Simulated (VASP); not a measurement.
# Hf2N (Pnnm) in VASP: single point with PBEsol

Aim: the single point of Hf2N with PBEsol.

Everything below comes from runs of VASP 6.6.1. Logs are shortened: lines on timing, memory, paths and dates and some standing lists are left out, and cuts for length are marked.

### Step 1. The cell of the first run

It takes space group Pnnm (No. 58, orthorhombic). The conventional cell has a = 5.296 Å, b = 6.090 Å, c = 3.227 Å, α = 90.00°, β = 90.00°, γ = 90.00°. Hf (site symmetry m) has 3 N at 2.31 to 2.38 Å within 3.1 Å. Within 3.1 Å of N (site symmetry 2/m) lie 6 Hf at 2.31 to 2.38 Å.

### Step 2. Single point, PBEsol (strain +0.1500 x Voigt [0, 1, 0, 0, 0, 0])

INCAR

```
PREC = Accurate
ENCUT = 520
EDIFF = 1E-6
ISMEAR = 0
SIGMA = 0.15
LREAL = F
LASPH = T
NELM = 60
ALGO = Normal
ISIF = 2
LWAVE = F
LCHARG = F
GGA = PS
NBANDS = 34
```

KPOINTS

```
regular mesh
0
Gamma
  10 10 14
```

POSCAR

```
Hf2N
1.0
    5.2955389254      0.0000000000      0.0000000000
    0.0000000000      6.0898697642      0.0000000000
    0.0000000000      0.0000000000      3.2274489825
Hf N
4 2
Direct
    0.2954633019      0.2954633019      0.0000000000
    0.7045366981      0.7045366981      0.0000000000
    0.7954633019      0.2045366981      0.5000000000
    0.2045366981      0.7954633019      0.5000000000
    0.0000000000      0.0000000000      0.0000000000
    0.5000000000      0.5000000000      0.5000000000
```

Potentials or basis: VASP PAW PBE potentials, release 64 (Hf_pv, N).

Started as:

```console
> cat potpaw_PBE.64/Hf_pv/POTCAR potpaw_PBE.64/N/POTCAR > POTCAR
> mpirun -np 1 vasp_std > vasp.out
```

OUTCAR:

```text
PREC = Accurate
   ENCUT = 520
   EDIFF = 1E-6
   ISMEAR = 0
   LREAL = F
   LASPH = T
   NELM = 60
   ISIF = 2
   GGA = PS

 ion  position               nearest neighbor table
   1  0.295  0.295  0.000-   6 2.31   6 2.31   5 2.38   3 3.15   3 3.15   3 3.15   3 3.15   2 3.30
                             4 3.48   4 3.48   4 3.48   4 3.48
   2  0.705  0.705  0.000-   6 2.31   6 2.31   5 2.38   4 3.15   4 3.15   4 3.15   4 3.15   1 3.30
                             3 3.48   3 3.48   3 3.48   3 3.48
   3  0.795  0.205  0.500-   5 2.31   5 2.31   6 2.38   1 3.15   1 3.15   1 3.15   1 3.15   4 3.30
                             2 3.48   2 3.48   2 3.48   2 3.48
   4  0.205  0.795  0.500-   5 2.31   5 2.31   6 2.38   2 3.15   2 3.15   2 3.15   2 3.15   3 3.30
                             1 3.48   1 3.48   1 3.48   1 3.48
   5  0.000  0.000  0.000-   3 2.31   4 2.31   3 2.31   4 2.31   1 2.38   2 2.38
   6  0.500  0.500  0.500-   1 2.31   2 2.31   1 2.31   2 2.31   3 2.38   4 2.38

  LATTYP: Found a simple orthorhombic cell.
 ALAT       =     3.2274489825
 B/A-ratio  =     1.6407816062
 C/A-ratio  =     1.8868988471

  Lattice vectors:

 A1 = (   0.0000000000,   0.0000000000,   3.2274489825)
 A2 = (   5.2955389254,   0.0000000000,   0.0000000000)
 A3 = (   0.0000000000,   6.0898697642,   0.0000000000)

Analysis of symmetry for initial positions (statically):
=====================================================================
 Subroutine PRICEL returns:
 Original cell was already a primitive cell.

 Routine SETGRP: Setting up the symmetry group for a
 simple orthorhombic supercell.

 Subroutine GETGRP returns: Found  8 space group operations
 (whereof  4 operations were pure point group operations)
 out of a pool of  8 trial point group operations.

The static configuration has the point symmetry C_2h.
 The point group associated with its full space group is D_2h.

Analysis of symmetry for dynamics (positions and initial velocities):
=====================================================================
 Subroutine PRICEL returns:
 Original cell was already a primitive cell.

 Routine SETGRP: Setting up the symmetry group for a
 simple orthorhombic supercell.

 Subroutine GETGRP returns: Found  8 space group operations
 (whereof  4 operations were pure point group operations)
 out of a pool of  8 trial point group operations.

The dynamic configuration has the point symmetry C_2h.
 The point group associated with its full space group is D_2h.

 Subroutine INISYM returns: Found  8 space group operations
 (whereof  4 operations are pure point group operations),
 and found     1 'primitive' translations

----------------------------------------------------------------------------------------

                                     Primitive cell

  volume of cell :     104.0825

  direct lattice vectors                    reciprocal lattice vectors
     5.295538925  0.000000000  0.000000000     0.188838193  0.000000000  0.000000000
     0.000000000  6.089869764  0.000000000     0.000000000  0.164207124  0.000000000
     0.000000000  0.000000000  3.227448982     0.000000000  0.000000000  0.309842233

  length of vectors
     5.295538925  6.089869764  3.227448982     0.188838193  0.164207124  0.309842233

  position of ions in fractional coordinates (direct lattice)
     0.295463302  0.295463302  0.000000000
     0.704536698  0.704536698  0.000000000
     0.795463302  0.204536698  0.500000000
     0.204536698  0.795463302  0.500000000
     0.000000000  0.000000000  0.000000000
     0.500000000  0.500000000  0.500000000

  ion indices of the primitive-cell ions
   primitive index   ion index
                 1           1
                 2           2
                 3           3
                 4           4
                 5           5
                 6           6

----------------------------------------------------------------------------------------

 KPOINTS: regular mesh

Automatic generation of k-mesh.
 Grid dimensions read from file:
 generate k-points for:   10   10   14

 Generating k-lattice:

  Cartesian coordinates                     Fractional coordinates (reciprocal lattice)
     0.018883819  0.000000000  0.000000000     0.100000000  0.000000000  0.000000000
     0.000000000  0.016420712  0.000000000     0.000000000  0.100000000  0.000000000
     0.000000000  0.000000000  0.022131588     0.000000000  0.000000000  0.071428571

  Length of vectors
     0.018883819  0.016420712  0.022131588

  Shift w.r.t. Gamma in fractional coordinates (k-lattice)
     0.000000000  0.000000000  0.000000000

 Subroutine IBZKPT returns following result:
 ===========================================

 Found    288 irreducible k-points:

 Following reciprocal coordinates:
            Coordinates               Weight
  0.000000  0.000000  0.000000      1.000000
  0.100000  0.000000  0.000000      2.000000
  0.200000  0.000000  0.000000      2.000000
  0.300000  0.000000  0.000000      2.000000
  0.400000  0.000000  0.000000      2.000000
  0.500000  0.000000  0.000000      1.000000
[... 16 lines left out ...]
  0.400000  0.300000  0.000000      4.000000
  0.500000  0.300000  0.000000      2.000000
 [... further k-points ...]
   k-points           NKPTS =    288   k-points in BZ     NKDIM =    288   number of bands    NBANDS=     34
   number of dos      NEDOS =    301   number of ions     NIONS =      6
   total plane-waves  NPLWV =  46080
   dimension x,y,z NGX =    40 NGY =   48 NGZ =   24
   dimension x,y,z NGXF=    80 NGYF=   96 NGZF=   48
   ions per type =               4   2
   NGX,Y,Z   is equivalent  to a cutoff of  12.56, 13.10, 12.36 a.u.
   NGXF,Y,Z  is equivalent  to a cutoff of  25.11, 26.21, 24.72 a.u.
 SYSTEM =  unknown system
   PREC   = accura    normal or accurate (medium, high low for compatibility)
   ISTART =      0    job   : 0-new  1-cont  2-samecut
   ICHARG =      2    charge: 1-file 2-atom 10-const
   ISPIN  =      1    spin polarized calculation?
   LNONCOLLINEAR =      F non collinear calculations
   LSORBIT =      F    spin-orbit coupling
   LASPH  =      T    aspherical Exc in radial PAW
   ENCUT  =  520.0 eV  38.22 Ry    6.18 a.u.   9.85 11.32  6.00*2*pi/ulx,y,z
   NELM   =     60;   NELMIN=  2; NELMDL= -5     # of ELM steps
   EDIFF  = 0.1E-05   stopping-criterion for ELM
   LREAL  =      F    real-space projection
[... 7 lines left out ...]
   TEBEG  =    0.0;   TEEND  =   0.0 temperature during run
   PSTRESS=    0.0 pullay stress
   NELECT =      50.0000    total number of electrons
   NUPDOWN=      -1.0000    fix difference up-down
   EMIN   =  10.00;   EMAX   =-10.00  energy-range for DOS
   EFERMI =   0.00;   METHOD = LEGACY
   ISMEAR =     0;   SIGMA  =   0.15  broadening in eV -4-tet -1-fermi 0-gaus
   EFERMI_NEDOS =   21; number of points for ismear=-14 and -15
   IALGO  =     38    algorithm
   IMIX   =      4    mixing-type and parameters
     AMIX     =   0.40;   BMIX     =  1.00
     AMIX_MAG =   1.60;   BMIX_MAG =  1.00
  volume/ion in A,a.u.               =      17.35       117.06
  Fermi-wavevector in a.u.,A,eV,Ry     =   1.282150  2.422913 22.366749  1.643910
  Thomas-Fermi vector in A             =   2.414479
   LORBIT       =      0    0 simple, 1 ext, 2 COOP (PROOUT), +10 PAW based schemes
   GGA     = PS    functional components
   LHFCALC =     F    Hartree Fock is set to
   AEXX    =    0.0000 exact exchange contribution
   IVDW    =     0    specifies the selected vdW correction
   LEPSILON=     F    determine dielectric tensor
   LRPA    =     F    only Hartree local field effects (RPA)
 non-spin polarized calculation
 Gauss-broadening in eV      SIGMA  =   0.15
  energy-cutoff  :      520.00
  volume of cell :      104.08
 maximum number of plane-waves:      2832
 NGX is ok and might be reduce to    40
   NGX = 19   NGY = 23   NGZ = 13

 number of electron      50.0000004 magnetization

 Free energy of the ion-electron system (eV)
  ---------------------------------------------------
  ext. energy  EPLUGINS =         0.00000000
  ---------------------------------------------------
  free energy    TOTEN  =       -65.83176359 eV

  energy without entropy =      -65.79765640  energy(sigma->0) =      -65.81471000

 E-fermi :   4.8057     XC(G=0): -11.4784

 val. band max:        4.7996709706   @ k =   0.0000   0.2000   0.1429
 cond. band min:       4.8073547854   @ k =   0.4000   0.4000   0.2143
 fundamental gap:      0.0076838148
 Fermi energy:         4.8057450111

 k-point     1 :       0.0000    0.0000    0.0000
  band No.  band energies     occupation
      1     -26.3462      2.00000
      2     -26.1488      2.00000
      3     -26.0837      2.00000
      4     -25.9540      2.00000
      5     -25.8042      2.00000
      6     -25.7772      2.00000
[... 26 lines left out ...]
     33       7.5780      0.00000
     34       7.8244      0.00000

 k-point     2 :       0.1000    0.0000    0.0000
  band No.  band energies     occupation
      1     -26.3343      2.00000
      2     -26.1429      2.00000
      3     -26.0681      2.00000
      4     -25.9659      2.00000
      5     -25.8001      2.00000
      6     -25.7728      2.00000
[... 26 lines left out ...]
     33       7.5336      0.00000
     34       7.9459      0.00000

 k-point     3 :       0.2000    0.0000    0.0000
  band No.  band energies     occupation
      1     -26.3012      2.00000
      2     -26.1204      2.00000
      3     -26.0265      2.00000
      4     -25.9973      2.00000
      5     -25.7916      2.00000
      6     -25.7636      2.00000
[... 26 lines left out ...]
     33       7.6205      0.00000
     34       8.1541      0.00000

 k-point     4 :       0.3000    0.0000    0.0000
  band No.  band energies     occupation
      1     -26.2538      2.00000
      2     -26.0751      2.00000
      3     -26.0410      2.00000
      4     -25.9664      2.00000
      5     -25.7865      2.00000
      6     -25.7628      2.00000
[... 26 lines left out ...]
     33       7.6971      0.00000
     34       8.4321      0.00000

 k-point     5 :       0.4000    0.0000    0.0000
  band No.  band energies     occupation
      1     -26.2002      2.00000
      2     -26.0915      2.00000
      3     -26.0052      2.00000
      4     -25.8947      2.00000
      5     -25.8257      2.00000
      6     -25.7696      2.00000
[... 621 lines left out ...]
 k-point    22 :       0.3000    0.3000    0.0000
  band No.  band energies     occupation
      1     -26.2083      2.00000
      2     -26.0998      2.00000
      3     -26.0032      2.00000
      4     -25.9419      2.00000
      5     -25.8359      2.00000
      6     -25.8207      2.00000
[... 26 lines left out ...]
     33       7.8655      0.00000
     34       8.6147      0.00000

 k-point    23 :       0.4000    0.3000    0.0000
  band No.  band energies     occupation
      1     -26.1539      2.00000
      2     -26.0639      2.00000
      3     -26.0089      2.00000
      4     -25.8948      2.00000
      5     -25.8702      2.00000
      6     -25.8102      2.00000
[... 26 lines left out ...]
     33       7.9717      0.00000
     34       8.6309      0.00000

 k-point    24 :       0.5000    0.3000    0.0000
  band No.  band energies     occupation
      1     -26.1016      2.00000
      2     -26.1016      2.00000
      3     -25.9426      2.00000
      4     -25.9426      2.00000
      5     -25.8305      2.00000
      6     -25.8305      2.00000
[... 26 lines left out ...]
     33       8.4209      0.00000
     34       8.4256      0.00000

 [... further k-points ...]
[... 5 lines left out ...]
  --------------------------------------------------------------------------------------
  -------------------------------------------------------------------------------------
  Total      -10.2157008    -21.3582931     -8.2407139      0.0000000      0.0000000      0.0000000
  in kB     -157.2538155   -328.7755927   -126.8521589      0.0000000      0.0000000      0.0000000
  external PRESSURE =    -204.2938557 kB  Pullay stress =       0.0000000 kB

 VOLUME and BASIS-vectors are now :
 -----------------------------------------------------------------------------
  energy-cutoff  :      520.00
  volume of cell :      104.08
      direct lattice vectors                 reciprocal lattice vectors
     5.295538925  0.000000000  0.000000000     0.188838193  0.000000000  0.000000000
     0.000000000  6.089869764  0.000000000     0.000000000  0.164207124  0.000000000
     0.000000000  0.000000000  3.227448982     0.000000000  0.000000000  0.309842233

 POSITION                                       TOTAL-FORCE (eV/Angst)
 -----------------------------------------------------------------------------------
      1.56464      1.79933      0.00000         0.142772      0.618796      0.000000
      3.73090      4.29054      0.00000        -0.142772     -0.618796      0.000000
      4.21241      1.24560      1.61372         0.142772     -0.618796     -0.000000
      1.08313      4.84427      1.61372        -0.142772      0.618796      0.000000
      0.00000      0.00000      0.00000        -0.000000      0.000000      0.000000
      2.64777      3.04493      1.61372        -0.000000      0.000000      0.000000
 -----------------------------------------------------------------------------------
    total drift:                                0.000000      0.000000      0.000000

  FREE ENERGIE OF THE ION-ELECTRON SYSTEM (eV)
  ---------------------------------------------------
  free  energy   TOTEN  =       -65.8317635942 eV

  energy  without entropy=      -65.7976564039  energy(sigma->0) =      -65.81471000
```

Wall time 9.5 min (1 thread of Intel Xeon 6975P-C (Granite Rapids), shared host); peak memory 0.8 GiB.

What came out:

* Free energy: -65.8318 eV
* Pressure: -20.4 GPa
* Largest force: 0.635 eV/Å
* Band gap on the k mesh: zero (band 25 reaches 5.78 eV, above the bottom of band 26 at 3.79 eV)

Forces in eV/Å, atoms in the order of the input:
```
Hf   0.143  0.619  0.000
Hf  -0.143 -0.619  0.000
Hf   0.143 -0.619  0.000
Hf  -0.143  0.619  0.000
N    0.000  0.000  0.000
N    0.000  0.000  0.000
```

Caveat: the cell differs from its parent crystal (strain +0.1500 x Voigt [0, 1, 0, 0, 0, 0]); the PAW data sets were made with another functional, which shifts forces and pressure a little; spin-orbit coupling is left out, which moves the levels of the heavy elements.
